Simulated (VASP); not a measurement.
# As (R-3m) in VASP: notebook

The runs below take As through single point, with PBE.

Program: VASP 6.6.1. These are calculated values, not measurements. Logs are shortened: lines on timing, memory, paths and dates and some standing lists are left out, and cuts for length are marked.

### Step 1. The cell of the first run

It takes space group R-3m (No. 166, trigonal). The conventional cell has a = 3.807 Å, b = 3.807 Å, c = 10.824 Å, α = 90.00°, β = 90.00°, γ = 120.00°. As (site symmetry 3m) has 6 As at 2.55 to 3.19 Å within 3.4 Å.

### Step 2. Single point, PBE

Contents of INCAR:

```
PREC = Accurate
ENCUT = 520
EDIFF = 1E-7
ISMEAR = 1
SIGMA = 0.3
LREAL = False
LASPH = True
NELM = 80
ALGO = Normal
ISIF = 2
LWAVE = False
LCHARG = True
GGA = PE
LELF = True
LVHAR = True
NBANDS = 12
```

Contents of KPOINTS:

```
regular mesh
0
Gamma
  10 10 10
```

Contents of POSCAR:

```
As
1.0
    1.9036109523      1.0990502958      3.6081612956
   -1.9036109523      1.0990502958      3.6081612956
    0.0000000000     -2.1981005915      3.6081612956
As
2
Direct
    0.7737100447      0.7737100447      0.7737100447
    0.2262899553      0.2262899553      0.2262899553
```

Potentials or basis: VASP PAW PBE potentials, release 64 (As).

Launch:

```
cat potpaw_PBE.64/As/POTCAR > POTCAR
mpirun -np 1 vasp_std > vasp.out
```

OUTCAR:

```text
PREC = Accurate
   ENCUT = 520
   EDIFF = 1E-7
   ISMEAR = 1
   LREAL = False
   LASPH = True
   NELM = 80
   ISIF = 2
   GGA = PE

 ion  position               nearest neighbor table
   1  0.774  0.774  0.774-   2 2.55   2 2.55   2 2.55
   2  0.226  0.226  0.226-   1 2.55   1 2.55   1 2.55

  LATTYP: Found a trigonal (rhomboedric) cell.
 ALAT       =     4.2249821474
 COS(alpha) =     0.5939900948

  Lattice vectors:

 A1 = (   1.9036109523,   1.0990502958,   3.6081612956)
 A2 = (  -1.9036109523,   1.0990502958,   3.6081612956)
 A3 = (   0.0000000000,  -2.1981005915,   3.6081612956)

Analysis of symmetry for initial positions (statically):
=====================================================================
 Subroutine PRICEL returns:
 Original cell was already a primitive cell.

 Routine SETGRP: Setting up the symmetry group for a
 trigonal (rhombohedral) supercell.

 Subroutine GETGRP returns: Found 12 space group operations
 (whereof 12 operations were pure point group operations)
 out of a pool of 12 trial point group operations.

The static configuration has the point symmetry D_3d.

Analysis of symmetry for dynamics (positions and initial velocities):
=====================================================================
 Subroutine PRICEL returns:
 Original cell was already a primitive cell.

 Routine SETGRP: Setting up the symmetry group for a
 trigonal (rhombohedral) supercell.

 Subroutine GETGRP returns: Found 12 space group operations
 (whereof 12 operations were pure point group operations)
 out of a pool of 12 trial point group operations.

The dynamic configuration has the point symmetry D_3d.

 Subroutine INISYM returns: Found 12 space group operations
 (whereof 12 operations are pure point group operations),
 and found     1 'primitive' translations

----------------------------------------------------------------------------------------

                                     Primitive cell

  volume of cell :      45.2932

  direct lattice vectors                    reciprocal lattice vectors
     1.903610952  1.099050296  3.608161296     0.262658712  0.151646078  0.092383158
    -1.903610952  1.099050296  3.608161296    -0.262658712  0.151646078  0.092383158
     0.000000000 -2.198100591  3.608161296     0.000000000 -0.303292156  0.092383158

  length of vectors
[... 83 lines left out ...]
   LREAL  =      F    real-space projection
   EDIFFG = 0.1E-05   stopping-criterion for IOM
   NSW    =      0    number of steps for IOM
   IBRION =     -1    ionic relax: 0-MD 1-quasi-New 2-CG
   NFREE  =      0    steps in history (QN), initial steepest desc. (CG)
   ISIF   =      2    stress and relaxation
   ISYM   =      2    0-nonsym 1-usesym 2-fastsym
   POTIM  = 0.5000    time-step for ionic-motion
   TEBEG  =    0.0;   TEEND  =   0.0 temperature during run
   PSTRESS=    0.0 pullay stress
   NELECT =      10.0000    total number of electrons
   NUPDOWN=      -1.0000    fix difference up-down
   EMIN   =  10.00;   EMAX   =-10.00  energy-range for DOS
   EFERMI =   0.00;   METHOD = LEGACY
   ISMEAR =     1;   SIGMA  =   0.30  broadening in eV -4-tet -1-fermi 0-gaus
   EFERMI_NEDOS =   21; number of points for ismear=-14 and -15
   IALGO  =     38    algorithm
   IMIX   =      4    mixing-type and parameters
     AMIX     =   0.40;   BMIX     =  1.00
     AMIX_MAG =   1.60;   BMIX_MAG =  1.00
  volume/ion in A,a.u.               =      22.65       152.83
  Fermi-wavevector in a.u.,A,eV,Ry     =   0.989458  1.869804 13.320461  0.979026
  Thomas-Fermi vector in A             =   2.121058
   LORBIT       =      0    0 simple, 1 ext, 2 COOP (PROOUT), +10 PAW based schemes
   GGA     = PE    functional components
   LHFCALC =     F    Hartree Fock is set to
   AEXX    =    0.0000 exact exchange contribution
   IVDW    =     0    specifies the selected vdW correction
   LEPSILON=     F    determine dielectric tensor
   LRPA    =     F    only Hartree local field effects (RPA)
 non-spin polarized calculation
 Methfessel and Paxton  Order N= 1 SIGMA  =   0.30
  energy-cutoff  :      520.00
  volume of cell :       45.29
 maximum number of plane-waves:      1235
   NGX = 15   NGY = 15   NGZ = 15

 number of electron      10.0000000 magnetization

 number of electron       9.9999999 magnetization

 Free energy of the ion-electron system (eV)
  ---------------------------------------------------
  ext. energy  EPLUGINS =         0.00000000
  ---------------------------------------------------
  free energy    TOTEN  =        -9.34617654 eV

  energy without entropy =       -9.34832835  energy(sigma->0) =       -9.34689381

 E-fermi :   4.9872     XC(G=0):  -9.7429

 val. band max:        4.9549133117   @ k =   0.4000   0.1000   0.1000
 cond. band min:       5.0194907093   @ k =   0.4000   0.3000   0.3000
 fundamental gap:      0.0645773976
 Fermi energy:         4.9872256417

 k-point     1 :       0.0000    0.0000    0.0000
  band No.  band energies     occupation
      1      -9.7104      2.00000
      2      -1.1659      2.00000
      3       2.4851      2.00000
      4       3.0510      2.00000
      5       3.0510      2.00000
      6       6.5362     -0.00000
      7       7.7366     -0.00000
      8       7.7366     -0.00000
      9      11.8817      0.00000
     10      11.8817      0.00000
     11      12.2483      0.00000
     12      13.6586      0.00000
[... 331 lines left out ...]
 k-point    24 :       0.4000    0.3000   -0.0000
  band No.  band energies     occupation
      1      -7.9064      2.00000
      2      -4.0640      2.00000
      3       0.0082      2.00000
      4       1.2129      2.00000
      5       1.9089      2.00000
      6       7.2245     -0.00000
      7       9.0358     -0.00000
      8       9.2322     -0.00000
      9      10.5371     -0.00000
     10      15.1985      0.00000
     11      15.3760      0.00000
     12      16.1521      0.00000

 [... further k-points ...]
[... 5 lines left out ...]
  --------------------------------------------------------------------------------------
  -------------------------------------------------------------------------------------
  Total        0.0902957      0.0902957      0.0326449      0.0000000      0.0000000      0.0000000
  in kB        3.1940733      3.1940733      1.1547642      0.0000000      0.0000000      0.0000000
  external PRESSURE =       2.5143036 kB  Pullay stress =       0.0000000 kB

 VOLUME and BASIS-vectors are now :
 -----------------------------------------------------------------------------
  energy-cutoff  :      520.00
  volume of cell :       45.29
      direct lattice vectors                 reciprocal lattice vectors
     1.903610952  1.099050296  3.608161296     0.262658712  0.151646078  0.092383158
    -1.903610952  1.099050296  3.608161296    -0.262658712  0.151646078  0.092383158
     0.000000000 -2.198100591  3.608161296     0.000000000 -0.303292156  0.092383158

 POSITION                                       TOTAL-FORCE (eV/Angst)
 -----------------------------------------------------------------------------------
      0.00000      0.00000      8.37501         0.000000     -0.000000     -0.046103
      0.00000      0.00000      2.44947         0.000000      0.000000      0.046103
 -----------------------------------------------------------------------------------
    total drift:                                0.000000     -0.000000      0.000000

  FREE ENERGIE OF THE ION-ELECTRON SYSTEM (eV)
  ---------------------------------------------------
  free  energy   TOTEN  =        -9.3461765402 eV

  energy  without entropy=       -9.3483283457  energy(sigma->0) =       -9.34689381
```

stdout:

```text
POSCAR found type information on POSCAR As
 POSCAR found :  1 types and       2 ions
 scaLAPACK will be used
 LDA part: xc-table for (Slater+PW92), standard interpolation
 POSCAR, INCAR and KPOINTS ok, starting setup
 FFT: planning ... GRIDC
 FFT: planning ... GRID_SOFT
 FFT: planning ... GRID
 WAVECAR not read
 entering main loop
```

Wall time 28 s (1 thread of Intel Xeon Platinum 8488C (Sapphire Rapids), shared host); peak memory 0.2 GiB.

What came out:

```
Free energy            : -9.3462 eV
Pressure               : 0.3 GPa
Largest force          : 0.046 eV/Å
Band gap on the k mesh : zero (band 5 reaches 5.04 eV, above the bottom of band 6 at 4.64 eV)
```

Forces in eV/Å, atoms in the order of the input:
```
As   0.000  0.000 -0.046
As   0.000  0.000  0.046
```

### Step 3. Single point, PBE

Contents of INCAR:

```
SYSTEM = As
PREC     = Accurate       ! precision mode
ENCUT    = 520            ! plane-wave cutoff, eV
EDIFF    = 1E-6           ! SCF threshold, eV
ISMEAR   = 1              ! smearing method
SIGMA    = 0.6            ! smearing width, eV
LREAL    = .False.        ! projectors in reciprocal space
LASPH    = .True.         ! aspherical terms in the spheres
NELM     = 100            ! most SCF steps
ALGO     = Normal         ! electronic algorithm
ISIF     = 2              ! what is computed and relaxed
LWAVE    = .False.        ! write WAVECAR
LCHARG   = .False.        ! write CHGCAR
GGA      = PE             ! functional
NBANDS   = 12             ! bands
```

Contents of KPOINTS:

```
Automatic mesh
0
Gamma
  10 10 10
  0 0 0
```

POSCAR is that of step 2.

Potentials or basis: VASP PAW PBE potentials, release 64 (As).

Launch:

```
cat potpaw_PBE.64/As/POTCAR > POTCAR
mpirun -np 1 vasp_std > vasp.out
```

OUTCAR:

```text
SYSTEM = As
   PREC = Accurate
   ENCUT = 520
   EDIFF = 1E-6
   ISMEAR = 1
   LREAL = .False.
   LASPH = .True.
   NELM = 100
   ISIF = 2
   GGA = PE

 ion  position               nearest neighbor table
   1  0.774  0.774  0.774-   2 2.55   2 2.55   2 2.55
   2  0.226  0.226  0.226-   1 2.55   1 2.55   1 2.55

  LATTYP: Found a trigonal (rhomboedric) cell.
 ALAT       =     4.2249821474
 COS(alpha) =     0.5939900948

  Lattice vectors:

 A1 = (   1.9036109523,   1.0990502958,   3.6081612956)
 A2 = (  -1.9036109523,   1.0990502958,   3.6081612956)
 A3 = (   0.0000000000,  -2.1981005915,   3.6081612956)

Analysis of symmetry for initial positions (statically):
=====================================================================
 Subroutine PRICEL returns:
 Original cell was already a primitive cell.

 Routine SETGRP: Setting up the symmetry group for a
 trigonal (rhombohedral) supercell.

 Subroutine GETGRP returns: Found 12 space group operations
 (whereof 12 operations were pure point group operations)
 out of a pool of 12 trial point group operations.

The static configuration has the point symmetry D_3d.

Analysis of symmetry for dynamics (positions and initial velocities):
=====================================================================
 Subroutine PRICEL returns:
 Original cell was already a primitive cell.

 Routine SETGRP: Setting up the symmetry group for a
 trigonal (rhombohedral) supercell.

 Subroutine GETGRP returns: Found 12 space group operations
 (whereof 12 operations were pure point group operations)
 out of a pool of 12 trial point group operations.

The dynamic configuration has the point symmetry D_3d.

 Subroutine INISYM returns: Found 12 space group operations
 (whereof 12 operations are pure point group operations),
 and found     1 'primitive' translations

----------------------------------------------------------------------------------------

                                     Primitive cell

[... 114 lines left out ...]
   LORBIT       =      0    0 simple, 1 ext, 2 COOP (PROOUT), +10 PAW based schemes
   GGA     = PE    functional components
   LHFCALC =     F    Hartree Fock is set to
   AEXX    =    0.0000 exact exchange contribution
   IVDW    =     0    specifies the selected vdW correction
   LEPSILON=     F    determine dielectric tensor
   LRPA    =     F    only Hartree local field effects (RPA)
 non-spin polarized calculation
 Methfessel and Paxton  Order N= 1 SIGMA  =   0.60
  energy-cutoff  :      520.00
  volume of cell :       45.29
 maximum number of plane-waves:      1235
   NGX = 15   NGY = 15   NGZ = 15

 number of electron      10.0000000 magnetization

 number of electron       9.9999999 magnetization

 Free energy of the ion-electron system (eV)
  ---------------------------------------------------
  ext. energy  EPLUGINS =         0.00000000
  ---------------------------------------------------
  free energy    TOTEN  =        -9.33642251 eV

  energy without entropy =       -9.37068278  energy(sigma->0) =       -9.34784260

 E-fermi :   5.0841     XC(G=0):  -9.7434

 val. band max:        5.0361893430   @ k =   0.4000   0.2000   0.2000
 cond. band min:       5.2125548032   @ k =   0.5000   0.1000   0.1000
 fundamental gap:      0.1763654603
 Fermi energy:         5.0841149342

 k-point     1 :       0.0000    0.0000    0.0000
  band No.  band energies     occupation
      1      -9.7107      2.00000
      2      -1.1661      2.00000
      3       2.4855      2.00000
      4       3.0507      2.00002
      5       3.0507      2.00002
      6       6.5365     -0.00328
      7       7.7360     -0.00000
      8       7.7360     -0.00000
      9      11.8817     -0.00000
     10      11.8817     -0.00000
     11      12.2482     -0.00000
     12      13.6564     -0.00000
[... 331 lines left out ...]
 k-point    24 :       0.4000    0.3000   -0.0000
  band No.  band energies     occupation
      1      -7.9066      2.00000
      2      -4.0642      2.00000
      3       0.0080      2.00000
      4       1.2127      2.00000
      5       1.9090      2.00000
      6       7.2239     -0.00001
      7       9.0353     -0.00000
      8       9.2321     -0.00000
      9      10.5368     -0.00000
     10      15.1979     -0.00000
     11      15.3761     -0.00000
     12      16.1515     -0.00000

 [... further k-points ...]
[... 5 lines left out ...]
  --------------------------------------------------------------------------------------
  -------------------------------------------------------------------------------------
  Total        0.0641405      0.0641405      0.0638006      0.0000000      0.0000000      0.0000000
  in kB        2.2688714      2.2688714      2.2568493      0.0000000      0.0000000      0.0000000
  external PRESSURE =       2.2648640 kB  Pullay stress =       0.0000000 kB

 VOLUME and BASIS-vectors are now :
 -----------------------------------------------------------------------------
  energy-cutoff  :      520.00
  volume of cell :       45.29
      direct lattice vectors                 reciprocal lattice vectors
     1.903610952  1.099050296  3.608161296     0.262658712  0.151646078  0.092383158
    -1.903610952  1.099050296  3.608161296    -0.262658712  0.151646078  0.092383158
     0.000000000 -2.198100591  3.608161296     0.000000000 -0.303292156  0.092383158

 POSITION                                       TOTAL-FORCE (eV/Angst)
 -----------------------------------------------------------------------------------
      0.00000      0.00000      8.37501         0.000000     -0.000000     -0.032188
      0.00000      0.00000      2.44947         0.000000      0.000000      0.032188
 -----------------------------------------------------------------------------------
    total drift:                                0.000000     -0.000000      0.000000

  FREE ENERGIE OF THE ION-ELECTRON SYSTEM (eV)
  ---------------------------------------------------
  free  energy   TOTEN  =        -9.3364225129 eV

  energy  without entropy=       -9.3706827759  energy(sigma->0) =       -9.34784260
```

OSZICAR:

```text
N       E                     dE             d eps       ncg     rms          rms(c)
DAV:   1     0.285559688932E+02    0.28556E+02   -0.41022E+03  2784   0.685E+02
DAV:   2    -0.774649892148E+01   -0.36302E+02   -0.34838E+02  3804   0.111E+02
DAV:   3    -0.934196579838E+01   -0.15955E+01   -0.15867E+01  3532   0.236E+01
DAV:   4    -0.934999452386E+01   -0.80287E-02   -0.80278E-02  3152   0.193E+00
DAV:   5    -0.935001727802E+01   -0.22754E-04   -0.22753E-04  3548   0.110E-01    0.314E+00
DAV:   6    -0.934095079232E+01    0.90665E-02   -0.51131E-03  3124   0.446E-01    0.189E+00
DAV:   7    -0.933623874275E+01    0.47120E-02   -0.11699E-02  3244   0.690E-01    0.900E-02
DAV:   8    -0.933636923894E+01   -0.13050E-03   -0.45716E-04  3392   0.126E-01    0.335E-02
DAV:   9    -0.933642262898E+01   -0.53390E-04   -0.69054E-05  3280   0.525E-02    0.127E-02
DAV:  10    -0.933642251294E+01    0.11604E-06   -0.48324E-06  3360   0.124E-02
   1 F= -.93364225E+01 E0= -.93478426E+01  d E =0.342603E-01
```

stdout:

```text
POSCAR found type information on POSCAR As
 POSCAR found :  1 types and       2 ions
 scaLAPACK will be used
 LDA part: xc-table for (Slater+PW92), standard interpolation
 POSCAR, INCAR and KPOINTS ok, starting setup
 FFT: planning ... GRIDC
 FFT: planning ... GRID_SOFT
 FFT: planning ... GRID
 WAVECAR not read
 entering main loop
```

Run time: 26 s. Hardware: 1 thread of Intel Xeon Platinum 8488C (Sapphire Rapids), shared host; peak memory 0.2 GiB.

What came out:

```yaml
Free_energy: -9.3364 eV
Pressure: 0.2 GPa
Largest_force: 0.032 eV/Å
Band_gap_on_the_k_mesh: zero (band 5 reaches 5.04 eV, above the bottom of band 6 at 4.64 eV)
```

Forces in eV/Å, atoms in the order of the input:
```
As   0.000  0.000 -0.032
As   0.000  0.000  0.032
```

Levels at points of the mesh, in eV from the Fermi level:
| k point | band 3 | band 4 | band 5 | band 6 | band 7 | band 8 |
| --- | --- | --- | --- | --- | --- | --- |
| (0.00, 0.00, 0.00) | -2.60 | -2.03 | -2.03 | 1.45 | 2.65 | 2.65 |
| (0.50, 0.00, 0.00) | -2.92 | -2.86 | -0.61 | -0.45 | 0.24 | 1.30 |
| (0.50, 0.50, 0.00) | -5.85 | -4.15 | -4.02 | 1.45 | 4.97 | 6.48 |
| (0.50, 0.50, 0.50) | -1.78 | -1.78 | -0.79 | 0.73 | 0.73 | 1.57 |

[end of part 1 of 3]
